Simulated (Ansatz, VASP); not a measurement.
## Pb: VASP beside Ansatz

```
Pb
1.0
     3.68136    0.00000    0.00000
    -1.84068    3.18816    0.00000
     0.00000    0.00000    5.91102
Pb
2
Cartesian
  -0.0002 2.1255 1.4778
  1.8405 1.0626 4.4333
```

Alike in both runs: task single point; functional PBE; k mesh 11 × 11 × 6; no spin polarisation.

```csv
,VASP,Ansatz
version,VASP 6.6.1,Ansatz 0.2.0
potentials or method,"VASP PAW PBE potentials, release 64 (Pb_d), cutoff 520 eV",PAW plane waves
occupations,"fermi-dirac, width 0.1 eV",fermi-dirac
valence electrons in the cell,28,28
```

|  | VASP | Ansatz | Ansatz less VASP |
| --- | --- | --- | --- |
| pressure (GPa) | -2.9 | -2.8 | +0.04 |
| traceless stress, the component that is largest in VASP (GPa) | 0.46 | 0.47 | +0.006 |

Ansatz's warnings: structure snapped to symmetry.

Neither program's run includes spin-orbit coupling.
